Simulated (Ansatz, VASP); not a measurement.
HgP: VASP beside Ansatz

```
Hg P
1.0
     0.00000    2.87220    2.87220
     2.87220    0.00000    2.87220
     2.87220    2.87220    0.00000
Hg P
1 1
Direct
  0.00000 0.00000 0.00000
  0.25000 0.25000 0.25000
```

Alike in both runs: task single point; functional r2SCAN; k mesh 10 × 10 × 10; occupations gaussian, width 0.05 eV; no spin polarisation.

```csv
,VASP,Ansatz
version,VASP 6.6.1,Ansatz 0.2.0
potentials or method,"VASP PAW PBE potentials, release 64 (Hg, P), cutoff 520 eV","scalar-relativistic, plane waves, PAW"
valence electrons in the cell,17,25
```

VASP gave:

```
gap on the k mesh at the Fermi level (eV) : none
pressure (GPa)                            : 3.2
```

Estimate Ansatz's values.

gap on the k mesh at the Fermi level (eV): none; pressure (GPa): 2.9.

VASP's potentials were made for PBE, not for r2SCAN. A gap of «none» marks a metal or a gap that the smearing closes. VASP's potentials hold 17 valence electrons a cell and Ansatz's 25, so a difference there can come from the potentials and not from the codes.

Neither program's run includes spin-orbit coupling.
